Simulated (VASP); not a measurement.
# Si (Cmcm) in VASP: single point with LDA

Aim: the single point of Si with LDA.

Program: VASP 6.6.1. These are calculated values, not measurements. Logs are shortened: lines on timing, memory, paths and dates and some standing lists are left out, and cuts for length are marked.

**1. The cell of the first run**

Symmetry: Cmcm, No. 63, orthorhombic system. The conventional cell has a = 4.227 Å, b = 11.838 Å, c = 12.570 Å, α = 90.00°, β = 90.00°, γ = 90.00°. Within 3.3 Å of Si (site symmetry m) lie 4 Si at 2.53 to 2.57 Å. Si (site symmetry m) has 4 Si at 2.33 to 2.56 Å within 3.1 Å. Si (site symmetry m) has 4 Si at 2.38 to 2.57 Å within 3.1 Å.

**2. Single point, LDA**

Contents of INCAR:

```
SYSTEM = Si
ALGO = Normal
EDIFF = 1E-7
ENCUT = 520
ISIF = 2
ISMEAR = 0
LASPH = .TRUE.
LCHARG = .TRUE.
LELF = .TRUE.
LREAL = .FALSE.
LVHAR = .TRUE.
LWAVE = .FALSE.
NBANDS = 36
NELM = 100
PREC = Accurate
SIGMA = 0.03
```

Contents of KPOINTS:

```
k-points
0
G
  10 10 4
  0 0 0
```

Contents of POSCAR:

```
Si
1.0
    2.1133794871     -5.9191607477      0.0000000000
    2.1133794871      5.9191607477      0.0000000000
    0.0000000000      0.0000000000     12.5702440454
Si
12
Direct
    0.7570666288      0.2429333712      0.9449750226
    0.2429333712      0.7570666288      0.0550249774
    0.7570666288      0.2429333712      0.5550249774
    0.2429333712      0.7570666288      0.4449750226
    0.4287015211      0.5712984789      0.1572276936
    0.5712984789      0.4287015211      0.8427723064
    0.4287015211      0.5712984789      0.3427723064
    0.5712984789      0.4287015211      0.6572276936
    0.9711041075      0.0288958925      0.9092746508
    0.0288958925      0.9711041075      0.0907253492
    0.9711041075      0.0288958925      0.5907253492
    0.0288958925      0.9711041075      0.4092746508
```

Potentials or basis: VASP PAW LDA potentials, release 64 (Si).

The run is started by

```sh
> cat potpaw_LDA.64/Si/POTCAR > POTCAR
> mpirun -np 1 vasp_std > vasp.out
```

OUTCAR:

```text
SYSTEM = Si
   EDIFF = 1E-7
   ENCUT = 520
   ISIF = 2
   ISMEAR = 0
   LASPH = .TRUE.
   LREAL = .FALSE.
   NELM = 100
   PREC = Accurate

 ion  position               nearest neighbor table
   1  0.757  0.243  0.945-   2 2.53   2 2.53   6 2.55   9 2.57
   2  0.243  0.757  0.055-   1 2.53   1 2.53   5 2.55  10 2.57
   3  0.757  0.243  0.555-   4 2.53   4 2.53   8 2.55  11 2.57
   4  0.243  0.757  0.445-   3 2.53   3 2.53   7 2.55  12 2.57
   5  0.429  0.571  0.157-   7 2.33   2 2.55  10 2.56  10 2.56
   6  0.571  0.429  0.843-   8 2.33   1 2.55   9 2.56   9 2.56
   7  0.429  0.571  0.343-   5 2.33   4 2.55  12 2.56  12 2.56
   8  0.571  0.429  0.657-   6 2.33   3 2.55  11 2.56  11 2.56
   9  0.971  0.029  0.909-  10 2.38   6 2.56   6 2.56   1 2.57
  10  0.029  0.971  0.091-   9 2.38   5 2.56   5 2.56   2 2.57
  11  0.971  0.029  0.591-  12 2.38   8 2.56   8 2.56   3 2.57
  12  0.029  0.971  0.409-  11 2.38   7 2.56   7 2.56   4 2.57

  LATTYP: Found a base centered orthorhombic cell.
 ALAT       =     4.2267589742
 B/A-ratio  =     2.8008035395
 C/A-ratio  =     2.9739675534

  Lattice vectors:

 A1 = (   2.1133794871,  -5.9191607477,   0.0000000000)
 A2 = (   2.1133794871,   5.9191607477,   0.0000000000)
 A3 = (   0.0000000000,   0.0000000000,  12.5702440454)

Analysis of symmetry for initial positions (statically):
=====================================================================
 Subroutine PRICEL returns:
 Original cell was already a primitive cell.

 Routine SETGRP: Setting up the symmetry group for a
 base centered orthorhombic supercell.

 Subroutine GETGRP returns: Found  8 space group operations
 (whereof  4 operations were pure point group operations)
 out of a pool of  8 trial point group operations.

The static configuration has the point symmetry C_2h.
 The point group associated with its full space group is D_2h.

Analysis of symmetry for dynamics (positions and initial velocities):
=====================================================================
 Subroutine PRICEL returns:
 Original cell was already a primitive cell.

 Routine SETGRP: Setting up the symmetry group for a
 base centered orthorhombic supercell.

 Subroutine GETGRP returns: Found  8 space group operations
 (whereof  4 operations were pure point group operations)
 out of a pool of  8 trial point group operations.

The dynamic configuration has the point symmetry C_2h.
 The point group associated with its full space group is D_2h.

 Subroutine INISYM returns: Found  8 space group operations
 (whereof  4 operations are pure point group operations),
 and found     1 'primitive' translations

----------------------------------------------------------------------------------------

                                     Primitive cell

  volume of cell :     314.4932

  direct lattice vectors                    reciprocal lattice vectors
     2.113379487 -5.919160748  0.000000000     0.236587893 -0.084471435  0.000000000
     2.113379487  5.919160748  0.000000000     0.236587893  0.084471435  0.000000000
     0.000000000  0.000000000 12.570244045     0.000000000  0.000000000  0.079552950

  length of vectors
     6.285128226  6.285128226 12.570244045     0.251215554  0.251215554  0.079552950

  position of ions in fractional coordinates (direct lattice)
     0.757066629  0.242933371  0.944975023
     0.242933371  0.757066629  0.055024977
     0.757066629  0.242933371  0.555024977
     0.242933371  0.757066629  0.444975023
     0.428701521  0.571298479  0.157227694
     0.571298479  0.428701521  0.842772306
     0.428701521  0.571298479  0.342772306
     0.571298479  0.428701521  0.657227694
     0.971104107  0.028895893  0.909274651
     0.028895893  0.971104107  0.090725349
     0.971104107  0.028895893  0.590725349
     0.028895893  0.971104107  0.409274651

  ion indices of the primitive-cell ions
   primitive index   ion index
                 1           1
                 2           2
                 3           3
                 4           4
                 5           5
                 6           6
                 7           7
                 8           8
                 9           9
                10          10
                11          11
                12          12

----------------------------------------------------------------------------------------

 KPOINTS: k-points

Automatic generation of k-mesh.
 Grid dimensions read from file:
 generate k-points for:   10   10    4

 Generating k-lattice:

  Cartesian coordinates                     Fractional coordinates (reciprocal lattice)
     0.023658789 -0.008447143  0.000000000     0.100000000  0.000000000  0.000000000
     0.023658789  0.008447143  0.000000000     0.000000000  0.100000000  0.000000000
     0.000000000  0.000000000  0.019888238     0.000000000  0.000000000  0.250000000

  Length of vectors
     0.025121555  0.025121555  0.019888238

  Shift w.r.t. Gamma in fractional coordinates (k-lattice)
     0.000000000  0.000000000  0.000000000

 Subroutine IBZKPT returns following result:
 ===========================================

 Found     93 irreducible k-points:

 Following reciprocal coordinates:
            Coordinates               Weight
  0.000000  0.000000  0.000000      1.000000
  0.100000  0.000000  0.000000      4.000000
  0.200000  0.000000  0.000000      4.000000
  0.300000  0.000000  0.000000      4.000000
  0.400000  0.000000  0.000000      4.000000
  0.500000 -0.000000  0.000000      2.000000
[... 16 lines left out ...]
  0.300000  0.300000  0.000000      2.000000
  0.400000  0.300000  0.000000      4.000000
 [... further k-points ...]
   k-points           NKPTS =     93   k-points in BZ     NKDIM =     93   number of bands    NBANDS=     36
   number of dos      NEDOS =    301   number of ions     NIONS =     12
   total plane-waves  NPLWV = 221184
   dimension x,y,z NGX =    48 NGY =   48 NGZ =   96
   dimension x,y,z NGXF=    96 NGYF=   96 NGZF=  192
   ions per type =              12
   NGX,Y,Z   is equivalent  to a cutoff of  12.70, 12.70, 12.70 a.u.
   NGXF,Y,Z  is equivalent  to a cutoff of  25.39, 25.39, 25.39 a.u.
 SYSTEM =  Si
   PREC   = accura    normal or accurate (medium, high low for compatibility)
   ISTART =      0    job   : 0-new  1-cont  2-samecut
   ICHARG =      2    charge: 1-file 2-atom 10-const
   ISPIN  =      1    spin polarized calculation?
   LNONCOLLINEAR =      F non collinear calculations
   LSORBIT =      F    spin-orbit coupling
   LASPH  =      T    aspherical Exc in radial PAW
   ENCUT  =  520.0 eV  38.22 Ry    6.18 a.u.  11.69 11.69 23.37*2*pi/ulx,y,z
   NELM   =    100;   NELMIN=  2; NELMDL= -5     # of ELM steps
   EDIFF  = 0.1E-06   stopping-criterion for ELM
   LREAL  =      F    real-space projection
   EDIFFG = 0.1E-05   stopping-criterion for IOM
   NSW    =      0    number of steps for IOM
   IBRION =     -1    ionic relax: 0-MD 1-quasi-New 2-CG
   NFREE  =      0    steps in history (QN), initial steepest desc. (CG)
   ISIF   =      2    stress and relaxation
   ISYM   =      2    0-nonsym 1-usesym 2-fastsym
   POTIM  = 0.5000    time-step for ionic-motion
   TEBEG  =    0.0;   TEEND  =   0.0 temperature during run
   PSTRESS=    0.0 pullay stress
   NELECT =      48.0000    total number of electrons
   NUPDOWN=      -1.0000    fix difference up-down
   EMIN   =  10.00;   EMAX   =-10.00  energy-range for DOS
   EFERMI =   0.00;   METHOD = LEGACY
   ISMEAR =     0;   SIGMA  =   0.03  broadening in eV -4-tet -1-fermi 0-gaus
   EFERMI_NEDOS =   21; number of points for ismear=-14 and -15
   IALGO  =     38    algorithm
   IMIX   =      4    mixing-type and parameters
     AMIX     =   0.40;   BMIX     =  1.00
     AMIX_MAG =   1.60;   BMIX_MAG =  1.00
  volume/ion in A,a.u.               =      26.21       176.86
  Fermi-wavevector in a.u.,A,eV,Ry     =   0.874886  1.653295 10.414246  0.765426
  Thomas-Fermi vector in A             =   1.994480
   LORBIT       =      0    0 simple, 1 ext, 2 COOP (PROOUT), +10 PAW based schemes
   GGA     = CA    functional components
   LHFCALC =     F    Hartree Fock is set to
   AEXX    =    0.0000 exact exchange contribution
   IVDW    =     0    specifies the selected vdW correction
   LEPSILON=     F    determine dielectric tensor
   LRPA    =     F    only Hartree local field effects (RPA)
 non-spin polarized calculation
 Gauss-broadening in eV      SIGMA  =   0.03
  energy-cutoff  :      520.00
  volume of cell :      314.49
 maximum number of plane-waves:      8501
   NGX = 23   NGY = 23   NGZ = 47

 number of electron      48.0000001 magnetization

 Free energy of the ion-electron system (eV)
  ---------------------------------------------------
  ext. energy  EPLUGINS =         0.00000000
  ---------------------------------------------------
  free energy    TOTEN  =       -66.78898920 eV

  energy without entropy =      -66.78889809  energy(sigma->0) =      -66.78894365

 E-fermi :   3.2930     XC(G=0):  -8.4858

 val. band max:        3.2927735759   @ k =  -0.4000   0.4000   0.0000
 cond. band min:       3.3472517376   @ k =   0.0000   0.0000   0.0000
 fundamental gap:      0.0544781617
 Fermi energy:         3.2930111341

 k-point     1 :       0.0000    0.0000    0.0000
  band No.  band energies     occupation
      1      -7.4634      2.00000
      2      -7.0511      2.00000
      3      -6.1538      2.00000
      4      -4.7427      2.00000
      5      -4.5383      2.00000
      6      -4.2070      2.00000
[... 28 lines left out ...]
     35       7.1258      0.00000
     36       7.2160      0.00000

 k-point     2 :       0.1000    0.0000    0.0000
  band No.  band energies     occupation
      1      -7.3863      2.00000
      2      -6.9731      2.00000
      3      -6.0954      2.00000
      4      -4.7035      2.00000
      5      -4.4813      2.00000
      6      -4.1920      2.00000
[... 28 lines left out ...]
     35       6.9890      0.00000
     36       7.0981      0.00000

 k-point     3 :       0.2000    0.0000    0.0000
  band No.  band energies     occupation
      1      -7.1572      2.00000
      2      -6.7423      2.00000
      3      -5.9285      2.00000
      4      -4.5849      2.00000
      5      -4.3245      2.00000
      6      -4.1494      2.00000
[... 28 lines left out ...]
     35       6.9132      0.00000
     36       6.9464      0.00000

 k-point     4 :       0.3000    0.0000    0.0000
  band No.  band energies     occupation
      1      -6.7844      2.00000
      2      -6.3706      2.00000
      3      -5.6862      2.00000
      4      -4.4172      2.00000
      5      -4.2594      2.00000
      6      -4.1491      2.00000
[... 28 lines left out ...]
     35       6.9463      0.00000
     36       7.1114      0.00000

 k-point     5 :       0.4000    0.0000    0.0000
  band No.  band energies     occupation
      1      -6.2875      2.00000
      2      -5.8975      2.00000
      3      -5.4680      2.00000
      4      -4.8892      2.00000
      5      -4.4222      2.00000
      6      -4.1046      2.00000
[... 655 lines left out ...]
 k-point    22 :      -0.2000    0.2000    0.0000
  band No.  band energies     occupation
      1      -7.3330      2.00000
      2      -6.9018      2.00000
      3      -6.1391      2.00000
      4      -5.1230      2.00000
      5      -4.8480      2.00000
      6      -4.3929      2.00000
[... 28 lines left out ...]
     35       6.7637      0.00000
     36       7.0961      0.00000

 k-point    23 :       0.3000    0.3000    0.0000
  band No.  band energies     occupation
      1      -5.8148      2.00000
      2      -5.6155      2.00000
      3      -5.4257      2.00000
      4      -5.2947      2.00000
      5      -5.0386      2.00000
      6      -4.5392      2.00000
[... 28 lines left out ...]
     35       6.8299      0.00000
     36       7.3426      0.00000

 k-point    24 :       0.4000    0.3000    0.0000
  band No.  band energies     occupation
      1      -6.3018      2.00000
      2      -5.8760      2.00000
      3      -5.7550      2.00000
      4      -5.3626      2.00000
      5      -4.9817      2.00000
      6      -4.7488      2.00000
[... 28 lines left out ...]
     35       6.7705      0.00000
     36       7.2849      0.00000

 [... further k-points ...]
[... 5 lines left out ...]
  --------------------------------------------------------------------------------------
  -------------------------------------------------------------------------------------
  Total      -28.4162247    -31.2798012     -7.2055284      0.0000000      0.0000000      0.0000000
  in kB     -144.7656862   -159.3540991    -36.7083689      0.0000000      0.0000000      0.0000000
  external PRESSURE =    -113.6093847 kB  Pullay stress =       0.0000000 kB

 VOLUME and BASIS-vectors are now :
 -----------------------------------------------------------------------------
  energy-cutoff  :      520.00
  volume of cell :      314.49
      direct lattice vectors                 reciprocal lattice vectors
     2.113379487 -5.919160748  0.000000000     0.236587893 -0.084471435  0.000000000
     2.113379487  5.919160748  0.000000000     0.236587893  0.084471435  0.000000000
     0.000000000  0.000000000 12.570244045     0.000000000  0.000000000  0.079552950

 POSITION                                       TOTAL-FORCE (eV/Angst)
 -----------------------------------------------------------------------------------
      2.11338     -3.04324     11.87857         0.000000     -0.049106      0.291464
      2.11338      3.04324      0.69168         0.000000      0.049106     -0.291464
      2.11338     -3.04324      6.97680         0.000000     -0.049106     -0.291464
      2.11338      3.04324      5.59344         0.000000      0.049106      0.291464
      2.11338      0.84405      1.97639         0.000000     -0.219231     -0.909044
      2.11338     -0.84405     10.59385         0.000000      0.219231      0.909044
      2.11338      0.84405      4.30873         0.000000     -0.219231      0.909044
      2.11338     -0.84405      8.26151         0.000000      0.219231     -0.909044
      2.11338     -5.57708     11.42980         0.000000     -0.199227     -0.146603
      2.11338      5.57708      1.14044         0.000000      0.199227      0.146603
      2.11338     -5.57708      7.42556         0.000000     -0.199227      0.146603
      2.11338      5.57708      5.14468         0.000000      0.199227     -0.146603
 -----------------------------------------------------------------------------------
    total drift:                               -0.000000      0.000000      0.000000

  FREE ENERGIE OF THE ION-ELECTRON SYSTEM (eV)
  ---------------------------------------------------
  free  energy   TOTEN  =       -66.7889891984 eV

  energy  without entropy=      -66.7888980934  energy(sigma->0) =      -66.78894365
```

It took 13 min on 1 thread of Intel Xeon 6975P-C (Granite Rapids), shared host; peak memory 0.82 GiB.

What came out:

| Property | Result |
| --- | --- |
| Free energy | -66.7890 eV |
| Pressure | -11.4 GPa |
| Largest force | 0.935 eV/Å |
| Band gap on the k mesh | zero (bands 24 and 25 overlap by 0.05 eV) |

Forces on the atoms (eV/Å):
```
Si   0.000 -0.049  0.291
Si   0.000  0.049 -0.291
Si   0.000 -0.049 -0.291
Si   0.000  0.049  0.291
Si   0.000 -0.219 -0.909
Si   0.000  0.219  0.909
Si   0.000 -0.219  0.909
Si   0.000  0.219 -0.909
Si   0.000 -0.199 -0.147
Si   0.000  0.199  0.147
Si   0.000 -0.199  0.147
Si   0.000  0.199 -0.147
```

Levels at points of the mesh, in eV from the Fermi level:
| k point | band 20 | band 21 | band 22 | band 23 | band 24 | band 25 | band 26 | band 27 | band 28 | band 29 |
| --- | --- | --- | --- | --- | --- | --- | --- | --- | --- | --- |
| (0.00, 0.00, 0.00) | -1.19 | -1.18 | -0.61 | -0.18 | 0.05 | 0.49 | 0.98 | 1.00 | 1.37 | 1.59 |
| (0.50, 0.00, 0.00) | -1.91 | -1.75 | -1.63 | -1.39 | -0.83 | 1.04 | 1.20 | 1.61 | 1.89 | 1.90 |
| (0.50, 0.50, 0.00) | -1.18 | -0.92 | -0.69 | -0.34 | -0.31 | 0.11 | 0.75 | 0.87 | 1.14 | 1.34 |
| (0.00, 0.00, 0.50) | -1.55 | -0.65 | -0.65 | -0.64 | -0.64 | 0.78 | 0.78 | 1.28 | 1.28 | 2.28 |
| (0.50, 0.00, 0.50) | -1.92 | -1.68 | -1.68 | -1.28 | -1.28 | 1.34 | 1.34 | 1.69 | 1.69 | 2.06 |
| (0.50, 0.50, 0.50) | -1.07 | -0.72 | -0.72 | -0.32 | -0.32 | 0.35 | 0.35 | 0.81 | 0.81 | 1.41 |

Caveat: the stress differs along the axes, from -16 to -4 GPa; semilocal functionals underestimate gaps, and a narrow one can read as zero.

The gap in the log of VASP goes by the Fermi energy; the results here count the filled bands.